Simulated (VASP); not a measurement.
A run of VASP 6.6.1:

Contents of INCAR:

```
SYSTEM = TiSi2
ALGO = Normal
EDIFF = 1E-7
ENCUT = 520
GGA = CA
ISIF = 2
ISMEAR = 0
LASPH = .TRUE.
LCHARG = .FALSE.
LREAL = .FALSE.
LWAVE = .FALSE.
NBANDS = 17
NELM = 100
PREC = Accurate
SIGMA = 0.15
```

The input KPOINTS:

```
k-points
0
G
  18 18 18
  0 0 0
```

POSCAR

```
TiSi2
1.0
   -1.4794824127      1.7146438417      4.2097569496
    1.4794824127     -1.7146438417      4.2097569496
    1.4794824127      1.7146438417     -4.2097569496
Ti Si
1 2
Direct
    0.0000000000      0.0000000000      0.0000000000
    0.3188444216      0.3188444216      0.0000000000
    0.6811555784      0.6811555784      0.0000000000
```

Potentials or basis: VASP PAW LDA potentials, release 64 (Ti_sv, Si).

Launch:

```sh
$ cat potpaw_LDA.64/Ti_sv/POTCAR potpaw_LDA.64/Si/POTCAR > POTCAR
$ mpirun -np 1 vasp_std > vasp.out
```

Hardware: 1 thread of Intel(R) Xeon(R) 6975P-C (Granite Rapids), on a shared host.

Estimate the wall time of this run.

Run time: 6.1 min on 1 thread of Intel(R) Xeon(R) 6975P-C (Granite Rapids), on a shared host, peak memory 0.66 GiB. Counts: scf iterations 15, k points 865.
